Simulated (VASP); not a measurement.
Runs of VASP 6.6.1 on Co. The structure is that of space group P6_3/mmc (No. 194), or close to it. The cells are those of the table. 

```csv
task,spin,cell,k mesh for the DOS,occupations for the DOS,gap on the mesh (eV),pressure (GPa),moment (μB)
single point,"collinear, ferromagnetic start","a = 2.445, b = 2.445, c = 3.950 Å, angles 90.0, 90.0, 120.0°, 2 atoms",-,-,none,13.9,3.14
single point,"collinear, ferromagnetic start","a = 2.470, b = 2.470, c = 3.991 Å, angles 90.0, 90.0, 120.0°, 2 atoms",-,-,none,6.0,3.19
single point,"collinear, ferromagnetic start","a = 2.520, b = 2.520, c = 4.072 Å, angles 90.0, 90.0, 120.0°, 2 atoms",-,-,none,(a),3.28
electric field gradients,"collinear, ferromagnetic start","a = 2.445, b = 2.445, c = 3.950 Å, angles 90.0, 90.0, 120.0°, 2 atoms",-,-,none,13.9,3.14
```

Alike in all rows: level PBE; potentials or basis VASP PAW PBE potentials, release 64 (Co); k mesh 17 × 17 × 9; cutoff (eV) 520; smearing fermi-dirac 0.05 eV.

**Question.** Fill in the values left out.

**Answer.** (a) -6.5.

A gap of «none» marks levels without a gap at the run's occupations.
